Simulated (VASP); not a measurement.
Set up this calculation in VASP 6.6.1, as the native input.

```
Task                   : single point
Functional             : LDA
Potentials or basis    : VASP PAW LDA potentials, release 64 (Ta_pv, F)
Cutoff                 : 520 eV
k mesh                 : 8 × 8 × 1
Occupations            : gaussian, width 0.1 eV
Spin                   : no spin polarisation
Dipole correction      : yes
Further INCAR settings : ALGO = Normal; EDIFF = 1e-06; NBANDS = 34
```

The structure of Ta4F lies in POSCAR:

```
Ta4F
1.0
    3.2528501167      0.0000000000      0.0000000000
    0.0000000000      3.2528501167      0.0000000000
    0.0000000000      0.0000000000     20.2133955742
Ta F
4 1
Direct
    0.5000000000      0.5000000000      0.1978885727
    0.0000000000      0.0000000000      0.2783513061
    0.5000000000      0.5000000000      0.3580225065
    0.0000000000      0.0000000000      0.4310703534
    0.3750000000      0.5000000000      0.4894227324
```

These files were run (other wordings do the same):

INCAR

```
ALGO = Normal ; DIPOL = 0.5 0.5 0.351
EDIFF = 1E-6 ; ENCUT = 520
IDIPOL = 3 ; ISIF = 2
ISMEAR = 0 ; LASPH = True
LCHARG = True ; LDIPOL = True
LELF = True ; LREAL = False
LVACPOTAV = True ; LVHAR = True
LWAVE = False ; NBANDS = 34
NELM = 60 ; PREC = Accurate
SIGMA = 0.1
```

KPOINTS

```
k-points
0
Gamma
  8 8 1
```

Potentials or basis: VASP PAW LDA potentials, release 64 (Ta_pv, F).

Command:

```bash
$ cat potpaw_LDA.64/Ta_pv/POTCAR potpaw_LDA.64/F/POTCAR > POTCAR
$ mpirun -np 1 vasp_std > vasp.out
```

Results of the run:

| Item | Value |
| --- | --- |
| Largest force | 1.407 eV/Å |
| Band gap on the k mesh | zero (an odd number of electrons rules out a gap without spin polarisation) |

Caveat: spin-orbit coupling is left out, which moves the levels of the heavy elements.

It took 2.9 min on 1 thread of Intel(R) Xeon(R) Platinum 8488C (Sapphire Rapids), on a shared host, peak memory 0.32 GiB.
